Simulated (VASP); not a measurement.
Set up this calculation in VASP 6.6.1, as the native input.

```yaml
Task: relaxation of cell and atoms
Functional: PBEsol
Potentials_or_basis: VASP PAW PBE potentials, release 64 (Li_sv, S)
Cutoff: 750 eV
k_mesh: 6 × 6 × 6
Occupations: gaussian, width 0.01 eV
Spin: no spin polarisation
Dipole_correction: no
Further_INCAR_settings: ALGO = Normal; EDIFF = 1e-07; IBRION = 2; EDIFFG = -0.01; NSW = 80; ISIF = 3
```

The structure of Li2S lies in POSCAR:

```
Li2S
1.0
    4.0227300000      0.0000000000      0.0000000000
    2.0113650000      3.4837863726      0.0000000000
    2.0113650000      1.1612621242      3.2845452910
Li S
2 1
Direct
    0.2500000000      0.2500000000      0.2500000000
    0.7500000000      0.7500000000      0.7500000000
    0.0000000000      0.0000000000      0.0000000000
```

These files were run (other wordings do the same):

INCAR

```
SYSTEM = Li2S
PREC     = Accurate       ! precision mode
ENCUT    = 750            ! plane-wave cutoff, eV
EDIFF    = 1E-7           ! SCF threshold, eV
ISMEAR   = 0              ! smearing method
SIGMA    = 0.01           ! smearing width, eV
LREAL    = .False.        ! projectors in reciprocal space
LASPH    = .True.         ! aspherical terms in the spheres
NELM     = 120            ! most SCF steps
ALGO     = Normal         ! electronic algorithm
ISIF     = 3              ! what is computed and relaxed
LWAVE    = .False.        ! write WAVECAR
LCHARG   = .False.        ! write CHGCAR
GGA      = PS             ! functional
IBRION   = 2              ! ionic algorithm
NSW      = 80             ! ionic steps
EDIFFG   = -0.01          ! ionic threshold
GGA_COMPAT= .False.      
NELMIN   = 4
```

KPOINTS

```
Automatic mesh
0
Gamma
  6 6 6
  0 0 0
```

Potentials or basis: VASP PAW PBE potentials, release 64 (Li_sv, S).

Run with:

```console
$ cat potpaw_PBE.64/Li_sv/POTCAR potpaw_PBE.64/S/POTCAR > POTCAR
$ mpirun -np 1 vasp_std > vasp.out
```

Results of the run:

| Quantity | Value |
| --- | --- |
| Relaxed volume | 15.06 Å³/atom |
| Relaxed cell | a = 3.998 Å, b = 3.998 Å, c = 3.998 Å, α = 60.00°, β = 60.00°, γ = 60.00° |
| Space group after relaxing (to 0.05 Å) | Fm-3m (No. 225) |
| Energy gained by relaxing | 0.7 meV/atom |
| Ionic steps | 3 |
| Pressure after relaxing | 0.0 GPa |
| Band gap on the k mesh | 3.20 eV, indirect (least direct gap 4.22 eV) |

Caveat: the PAW data sets were made with another functional, which shifts forces and pressure a little.

It took 52 s on 1 thread of Intel Xeon 8259CL, on a shared host, peak memory 0.2 GiB.
